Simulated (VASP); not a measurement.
# BN (Qingsongite) (F-43m) in VASP: further runs

The runs below take BN (Qingsongite) through single point, with LDA.

Program: VASP 6.6.1. These are calculated values, not measurements. Logs are shortened: lines on timing, memory, paths and dates and some standing lists are left out, and cuts for length are marked.

## 1. The cell of the first run

It takes space group F-43m (No. 216, cubic). Conventional cell: a = 3.645 Å, b = 3.645 Å, c = 3.645 Å, α = 90.00°, β = 90.00°, γ = 90.00°. B (site symmetry -43m) has 4 N at 1.58 Å within 2.1 Å. Within 2.1 Å of N (site symmetry -43m) lie 4 B at 1.58 Å.

## 2. Single point, LDA

INCAR

```
PREC = Accurate
ENCUT = 520
EDIFF = 1E-7
ISMEAR = 0
SIGMA = 0.01
LREAL = False
LASPH = True
NELM = 100
ALGO = Normal
ISIF = 2
LWAVE = False
LCHARG = False
GGA = CA
NBANDS = 11
```

KPOINTS

```
Automatic mesh
0
Gamma
  10 10 10
```

POSCAR

```
BN
1.0
    0.0000000000      1.8224386940      1.8224386940
    1.8224386940      0.0000000000      1.8224386940
    1.8224386940      1.8224386940      0.0000000000
B N
1 1
Direct
    0.0000000000      0.0000000000      0.0000000000
    0.2500000000      0.2500000000      0.2500000000
```

Potentials or basis: VASP PAW LDA potentials, release 64 (B, N).

Started as:

```
> cat potpaw_LDA.64/B/POTCAR potpaw_LDA.64/N/POTCAR > POTCAR
> mpirun -np 1 vasp_std > vasp.out
```

OUTCAR:

```text
PREC = Accurate
   ENCUT = 520
   EDIFF = 1E-7
   ISMEAR = 0
   LREAL = False
   LASPH = True
   NELM = 100
   ISIF = 2
   GGA = CA

 ion  position               nearest neighbor table
   1  0.000  0.000  0.000-   2 1.58   2 1.58   2 1.58   2 1.58
   2  0.250  0.250  0.250-   1 1.58   1 1.58   1 1.58   1 1.58

  LATTYP: Found a face centered cubic cell.
 ALAT       =     3.6448773880

  Lattice vectors:

 A1 = (   0.0000000000,   1.8224386940,   1.8224386940)
 A2 = (   1.8224386940,   0.0000000000,   1.8224386940)
 A3 = (   1.8224386940,   1.8224386940,   0.0000000000)

Analysis of symmetry for initial positions (statically):
=====================================================================
 Subroutine PRICEL returns:
 Original cell was already a primitive cell.

 Routine SETGRP: Setting up the symmetry group for a
 face centered cubic supercell.

 Subroutine GETGRP returns: Found 24 space group operations
 (whereof 24 operations were pure point group operations)
 out of a pool of 48 trial point group operations.

The static configuration has the point symmetry T_d .

Analysis of symmetry for dynamics (positions and initial velocities):
=====================================================================
 Subroutine PRICEL returns:
 Original cell was already a primitive cell.

 Routine SETGRP: Setting up the symmetry group for a
 face centered cubic supercell.

 Subroutine GETGRP returns: Found 24 space group operations
 (whereof 24 operations were pure point group operations)
 out of a pool of 48 trial point group operations.

The dynamic configuration has the point symmetry T_d .

 Subroutine INISYM returns: Found 24 space group operations
 (whereof 24 operations are pure point group operations),
 and found     1 'primitive' translations

----------------------------------------------------------------------------------------

                                     Primitive cell

  volume of cell :      12.1057

  direct lattice vectors                    reciprocal lattice vectors
     0.000000000  1.822438694  1.822438694    -0.274357651  0.274357651  0.274357651
     1.822438694  0.000000000  1.822438694     0.274357651 -0.274357651  0.274357651
     1.822438694  1.822438694  0.000000000     0.274357651  0.274357651 -0.274357651

  length of vectors
     2.577317518  2.577317518  2.577317518     0.475201392  0.475201392  0.475201392

  position of ions in fractional coordinates (direct lattice)
     0.000000000  0.000000000  0.000000000
     0.250000000  0.250000000  0.250000000

  ion indices of the primitive-cell ions
   primitive index   ion index
                 1           1
                 2           2

----------------------------------------------------------------------------------------

 KPOINTS: Automatic mesh

Automatic generation of k-mesh.
 Grid dimensions read from file:
 generate k-points for:   10   10   10

 Generating k-lattice:

  Cartesian coordinates                     Fractional coordinates (reciprocal lattice)
    -0.027435765  0.027435765  0.027435765     0.100000000  0.000000000  0.000000000
     0.027435765 -0.027435765  0.027435765     0.000000000  0.100000000  0.000000000
     0.027435765  0.027435765 -0.027435765     0.000000000  0.000000000  0.100000000

  Length of vectors
     0.047520139  0.047520139  0.047520139

  Shift w.r.t. Gamma in fractional coordinates (k-lattice)
     0.000000000  0.000000000  0.000000000

 Subroutine IBZKPT returns following result:
 ===========================================

 Found     47 irreducible k-points:

 Following reciprocal coordinates:
            Coordinates               Weight
  0.000000  0.000000  0.000000      1.000000
  0.100000  0.000000  0.000000      8.000000
  0.200000  0.000000  0.000000      8.000000
  0.300000  0.000000  0.000000      8.000000
  0.400000  0.000000  0.000000      8.000000
  0.500000  0.000000  0.000000      4.000000
[... 16 lines left out ...]
  0.300000  0.300000  0.000000      6.000000
  0.400000  0.300000  0.000000     24.000000
 [... further k-points ...]
   k-points           NKPTS =     47   k-points in BZ     NKDIM =     47   number of bands    NBANDS=     11
   number of dos      NEDOS =    301   number of ions     NIONS =      2
   total plane-waves  NPLWV =   8000
   dimension x,y,z NGX =    20 NGY =   20 NGZ =   20
   dimension x,y,z NGXF=    40 NGYF=   40 NGZF=   40
   ions per type =               1   1
   NGX,Y,Z   is equivalent  to a cutoff of  12.90, 12.90, 12.90 a.u.
   NGXF,Y,Z  is equivalent  to a cutoff of  25.80, 25.80, 25.80 a.u.
 SYSTEM =  unknown system
   PREC   = accura    normal or accurate (medium, high low for compatibility)
   ISTART =      0    job   : 0-new  1-cont  2-samecut
   ICHARG =      2    charge: 1-file 2-atom 10-const
   ISPIN  =      1    spin polarized calculation?
   LNONCOLLINEAR =      F non collinear calculations
   LSORBIT =      F    spin-orbit coupling
   LASPH  =      T    aspherical Exc in radial PAW
   ENCUT  =  520.0 eV  38.22 Ry    6.18 a.u.   4.79  4.79  4.79*2*pi/ulx,y,z
   NELM   =    100;   NELMIN=  2; NELMDL= -5     # of ELM steps
   EDIFF  = 0.1E-06   stopping-criterion for ELM
   LREAL  =      F    real-space projection
   EDIFFG = 0.1E-05   stopping-criterion for IOM
   NSW    =      0    number of steps for IOM
   IBRION =     -1    ionic relax: 0-MD 1-quasi-New 2-CG
   NFREE  =      0    steps in history (QN), initial steepest desc. (CG)
   ISIF   =      2    stress and relaxation
   ISYM   =      2    0-nonsym 1-usesym 2-fastsym
   POTIM  = 0.5000    time-step for ionic-motion
   TEBEG  =    0.0;   TEEND  =   0.0 temperature during run
   PSTRESS=    0.0 pullay stress
   NELECT =       8.0000    total number of electrons
   NUPDOWN=      -1.0000    fix difference up-down
   EMIN   =  10.00;   EMAX   =-10.00  energy-range for DOS
   EFERMI =   0.00;   METHOD = LEGACY
   ISMEAR =     0;   SIGMA  =   0.01  broadening in eV -4-tet -1-fermi 0-gaus
   EFERMI_NEDOS =   21; number of points for ismear=-14 and -15
   IALGO  =     38    algorithm
   IMIX   =      4    mixing-type and parameters
     AMIX     =   0.40;   BMIX     =  1.00
     AMIX_MAG =   1.60;   BMIX_MAG =  1.00
  volume/ion in A,a.u.               =       6.05        40.85
  Fermi-wavevector in a.u.,A,eV,Ry     =   1.425964  2.694681 27.665724  2.033373
  Thomas-Fermi vector in A             =   2.546292
   LORBIT       =      0    0 simple, 1 ext, 2 COOP (PROOUT), +10 PAW based schemes
   GGA     = CA    functional components
   LHFCALC =     F    Hartree Fock is set to
   AEXX    =    0.0000 exact exchange contribution
   IVDW    =     0    specifies the selected vdW correction
   LEPSILON=     F    determine dielectric tensor
   LRPA    =     F    only Hartree local field effects (RPA)
 non-spin polarized calculation
 Gauss-broadening in eV      SIGMA  =   0.01
  energy-cutoff  :      520.00
  volume of cell :       12.11
 maximum number of plane-waves:       332
   NGX =  9   NGY =  9   NGZ =  9

 number of electron       8.0000001 magnetization

 Free energy of the ion-electron system (eV)
  ---------------------------------------------------
  ext. energy  EPLUGINS =         0.00000000
  ---------------------------------------------------
  free energy    TOTEN  =       -19.37827673 eV

  energy without entropy =      -19.37827673  energy(sigma->0) =      -19.37827673

 E-fermi :   7.2710     XC(G=0): -12.9865

 val. band max:        7.0831860563   @ k =   0.0000   0.0000   0.0000
 cond. band min:      11.3971885993   @ k =   0.5000   0.5000   0.0000
 fundamental gap:      4.3140025430
 Fermi energy:         7.2710101182

 k-point     1 :       0.0000    0.0000    0.0000
  band No.  band energies     occupation
      1     -12.7092      2.00000
      2       7.0832      2.00000
      3       7.0832      2.00000
      4       7.0832      2.00000
      5      15.6502      0.00000
      6      15.6502      0.00000
      7      15.6502      0.00000
      8      17.1261      0.00000
      9      31.1105      0.00000
     10      34.5688      0.00000
     11      34.5688      0.00000

 k-point     2 :       0.1000    0.0000    0.0000
  band No.  band energies     occupation
      1     -12.4701      2.00000
      2       5.8429      2.00000
      3       6.8340      2.00000
      4       6.8340      2.00000
      5      15.9078      0.00000
      6      16.0240      0.00000
      7      16.0240      0.00000
      8      17.9018      0.00000
      9      30.8265      0.00000
     10      31.8853      0.00000
     11      31.8853      0.00000

 k-point     3 :       0.2000    0.0000    0.0000
  band No.  band energies     occupation
      1     -11.7657      2.00000
      2       3.1867      2.00000
      3       6.2742      2.00000
      4       6.2742      2.00000
      5      16.2771      0.00000
      6      16.7994      0.00000
      7      16.7994      0.00000
      8      19.5025      0.00000
      9      30.1496      0.00000
     10      30.4245      0.00000
     11      30.4245      0.00000

 k-point     4 :       0.3000    0.0000    0.0000
  band No.  band energies     occupation
      1     -10.6516      2.00000
      2       0.2879      2.00000
      3       5.7078      2.00000
      4       5.7078      2.00000
      5      16.6281      0.00000
      6      17.3589      0.00000
      7      17.3589      0.00000
      8      20.8369      0.00000
      9      29.6777      0.00000
     10      30.6371      0.00000
     11      30.6371      0.00000
[... 239 lines left out ...]
 k-point    22 :      -0.2000    0.2000    0.0000
  band No.  band energies     occupation
      1     -10.2834      2.00000
      2       1.0557      2.00000
      3       2.9024      2.00000
      4       5.8115      2.00000
      5      17.3599      0.00000
      6      17.7433      0.00000
      7      18.2201      0.00000
      8      20.4169      0.00000
      9      28.0739      0.00000
     10      28.7647      0.00000
     11      33.1441      0.00000

 k-point    23 :       0.3000    0.3000    0.0000
  band No.  band energies     occupation
      1      -9.9823      2.00000
      2       1.9902      2.00000
      3       3.4932      2.00000
      4       3.4932      2.00000
      5      13.0346      0.00000
      6      17.6101      0.00000
      7      21.3630      0.00000
      8      21.3630      0.00000
      9      25.2921      0.00000
     10      33.6416      0.00000
     11      38.6022      0.00000

 k-point    24 :       0.4000    0.3000    0.0000
  band No.  band energies     occupation
      1      -8.9907      2.00000
      2       0.4637      2.00000
      3       2.6618      2.00000
      4       3.0920      2.00000
      5      12.9997      0.00000
      6      17.4601      0.00000
      7      22.0872      0.00000
      8      22.1794      0.00000
      9      26.1707      0.00000
     10      33.3638      0.00000
     11      38.3319      0.00000

 [... further k-points ...]
[... 5 lines left out ...]
  --------------------------------------------------------------------------------------
  -------------------------------------------------------------------------------------
  Total       -1.4137071     -1.4137071     -1.4137071      0.0000000     -0.0000000      0.0000000
  in kB     -187.1032085   -187.1032085   -187.1032085      0.0000000     -0.0000000      0.0000000
  external PRESSURE =    -187.1032085 kB  Pullay stress =       0.0000000 kB

 VOLUME and BASIS-vectors are now :
 -----------------------------------------------------------------------------
  energy-cutoff  :      520.00
  volume of cell :       12.11
      direct lattice vectors                 reciprocal lattice vectors
     0.000000000  1.822438694  1.822438694    -0.274357651  0.274357651  0.274357651
     1.822438694  0.000000000  1.822438694     0.274357651 -0.274357651  0.274357651
     1.822438694  1.822438694  0.000000000     0.274357651  0.274357651 -0.274357651

 POSITION                                       TOTAL-FORCE (eV/Angst)
 -----------------------------------------------------------------------------------
      0.00000      0.00000      0.00000         0.000000     -0.000000     -0.000000
      0.91122      0.91122      0.91122        -0.000000      0.000000      0.000000
 -----------------------------------------------------------------------------------
    total drift:                               -0.000000     -0.000000     -0.000000

  FREE ENERGIE OF THE ION-ELECTRON SYSTEM (eV)
  ---------------------------------------------------
  free  energy   TOTEN  =       -19.3782767277 eV

  energy  without entropy=      -19.3782767277  energy(sigma->0) =      -19.37827673
```

It took 4.8 s on 1 thread of Intel Xeon Platinum 8259CL at 2.50GHz (Skylake/Cascade Lake), shared host; peak memory 0.11 GiB.

Results:

```
Free energy            : -19.3783 eV
Pressure               : -18.7 GPa
Band gap on the k mesh : 4.31 eV, indirect (least direct gap 8.57 eV)
```

## 3. Single point, LDA

This run uses another cell than the first one, of 6.20 Å³/atom, 1.024 times its volume.

INCAR

```
SYSTEM = BN
PREC = Accurate ; ENCUT = 520
EDIFF = 1E-6 ; ISMEAR = 0
SIGMA = 0.01 ; LREAL = .False.
LASPH = .True. ; NELM = 60
ALGO = Normal ; ISIF = 2
LWAVE = .False. ; LCHARG = .True.
GGA = CA ; LELF = .True.
LVHAR = .True. ; NBANDS = 11
```

KPOINTS

```
regular mesh
0
Gamma
  10 10 10
  0 0 0
```

POSCAR

```
BN
1.0
    0.0000000000      1.8371364149      1.8371364149
    1.8371364149      0.0000000000      1.8371364149
    1.8371364149      1.8371364149      0.0000000000
B N
1 1
Direct
    0.0000000000      0.0000000000      0.0000000000
    0.2500000000      0.2500000000      0.2500000000
```

Potentials or basis: VASP PAW LDA potentials, release 64 (B, N).

Started as:

```
> cat potpaw_LDA.64/B/POTCAR potpaw_LDA.64/N/POTCAR > POTCAR
> mpirun -np 1 vasp_std > vasp.out
```

Run time: 4.8 s. Hardware: 1 thread of Intel Xeon Platinum 8259CL at 2.50GHz (Skylake/Cascade Lake), shared host; peak memory 0.11 GiB.

It converged, with:

| Item | Value |
| --- | --- |
| Free energy | -19.3371 eV |
| Pressure | -26.3 GPa |
| Band gap on the k mesh | 4.28 eV, indirect (least direct gap 8.45 eV) |

Levels at points of the mesh, in eV from the valence-band top:
```
           k point  band 1  band 2  band 3  band 4  band 5  band 6  band 7  band 8  band 9
(0.00, 0.00, 0.00)  -19.53    0.00    0.00    0.00    8.45    8.45    8.45    9.66   23.58
(0.50, 0.00, 0.00)  -15.47  -10.28   -1.86   -1.86    9.58   10.30   10.30   14.52   22.39
(0.50, 0.50, 0.00)  -14.16   -8.58   -4.69   -4.69    4.28    8.87   16.97   16.97   19.69
```

A k mesh can miss the band edges. LDA gaps usually lie below the measured ones, often by a third to a half.

## 4. Single point, LDA

This run uses another cell than the first one, of 6.35 Å³/atom, 1.049 times its volume.

INCAR

```
ALGO = Normal
EDIFF = 1E-6
ENCUT = 520
ISIF = 2
ISMEAR = 0
LASPH = T
LCHARG = F
LREAL = F
LWAVE = F
NBANDS = 11
NELM = 80
PREC = Accurate
SIGMA = 0.01
```

KPOINTS

```
k-points
0
Gamma
  10 10 10
```

POSCAR

```
BN
1.0
    0.0000000000      1.8516026516      1.8516026516
    1.8516026516      0.0000000000      1.8516026516
    1.8516026516      1.8516026516      0.0000000000
B N
1 1
Direct
    0.0000000000      0.0000000000      0.0000000000
    0.2500000000      0.2500000000      0.2500000000
```

Started as:

```
> cat potpaw_LDA.64/B/POTCAR potpaw_LDA.64/N/POTCAR > POTCAR
> mpirun -np 1 vasp_std > vasp.out
```

It took 4.7 s on 1 thread of Intel Xeon Platinum 8259CL at 2.50GHz (Skylake/Cascade Lake), shared host; peak memory 0.11 GiB.

Results (log left out):

```yaml
Free_energy: -19.2825 eV
Pressure: -33.1 GPa
Band_gap_on_the_k_mesh: 4.26 eV, indirect (least direct gap 8.34 eV)
```

Levels at points of the mesh, in eV from the valence-band top:
| k point | band 1 | band 2 | band 3 | band 4 | band 5 | band 6 | band 7 | band 8 | band 9 |
| --- | --- | --- | --- | --- | --- | --- | --- | --- | --- |
| (0.00, 0.00, 0.00) | -19.27 | 0.00 | 0.00 | 0.00 | 8.34 | 8.34 | 8.34 | 9.29 | 23.15 |
| (0.50, 0.00, 0.00) | -15.32 | -10.07 | -1.82 | -1.82 | 9.28 | 10.16 | 10.16 | 14.28 | 22.07 |
| (0.50, 0.50, 0.00) | -14.04 | -8.43 | -4.58 | -4.58 | 4.26 | 8.73 | 16.63 | 16.63 | 19.32 |

## 5. Single point, LDA

This run uses another cell than the first one, of 6.50 Å³/atom, 1.073 times its volume.

INCAR

```
PREC = Accurate
ENCUT = 520
EDIFF = 1E-7
ISMEAR = 0
SIGMA = 0.01
LREAL = F
LASPH = T
NELM = 100
ALGO = Normal
ISIF = 2
LWAVE = F
LCHARG = T
GGA = CA
LELF = T
LVHAR = T
NBANDS = 11
```

KPOINTS

```
regular mesh
0
Gamma
  10 10 10
```

POSCAR

```
BN
1.0
    0.0000000000      1.8658463087      1.8658463087
    1.8658463087      0.0000000000      1.8658463087
    1.8658463087      1.8658463087      0.0000000000
B N
1 1
Direct
    0.0000000000      0.0000000000      0.0000000000
    0.2500000000      0.2500000000      0.2500000000
```

Started as:

```
> cat potpaw_LDA.64/B/POTCAR potpaw_LDA.64/N/POTCAR > POTCAR
> mpirun -np 1 vasp_std > vasp.out
```

It took 5.6 s on 1 thread of Intel Xeon Platinum 8259CL at 2.50GHz (Skylake/Cascade Lake), shared host; peak memory 0.11 GiB.

It converged, with:

| Property | Result |
| --- | --- |
| Free energy | -19.2162 eV |
| Pressure | -39.2 GPa |
| Band gap on the k mesh | 4.23 eV, indirect (least direct gap 8.24 eV) |

Levels at points of the mesh, in eV from the valence-band top:
| k point | band 1 | band 2 | band 3 | band 4 | band 5 | band 6 | band 7 | band 8 | band 9 |
| --- | --- | --- | --- | --- | --- | --- | --- | --- | --- |
| (0.00, 0.00, 0.00) | -19.03 | 0.00 | 0.00 | 0.00 | 8.24 | 8.24 | 8.24 | 8.94 | 22.74 |
| (0.50, 0.00, 0.00) | -15.18 | -9.88 | -1.78 | -1.78 | 9.00 | 10.04 | 10.04 | 14.05 | 21.77 |
| (0.50, 0.50, 0.00) | -13.93 | -8.29 | -4.48 | -4.48 | 4.23 | 8.60 | 16.30 | 16.30 | 18.96 |

A k mesh can miss the band edges.

## 6. Overview

| cell | gap on the mesh (eV) | pressure (GPa) |
| --- | --- | --- |
| a = 2.577 Å, angles 60.0°, 2 atoms | 4.31 | -18.7 |
| a = 2.598 Å, angles 60.0°, 2 atoms | 4.28 | -26.3 |
| a = 2.619 Å, angles 60.0°, 2 atoms | 4.26 | -33.1 |
| a = 2.639 Å, angles 60.0°, 2 atoms | 4.23 | -39.2 |

Alike in all rows: task single point; level LDA; potentials or basis VASP PAW LDA potentials, release 64 (B, N); no spin polarisation; k mesh 10 × 10 × 10; cutoff (eV) 520; smearing gaussian 0.01 eV.

Absolute energies hang on the potentials; compare differences alone.
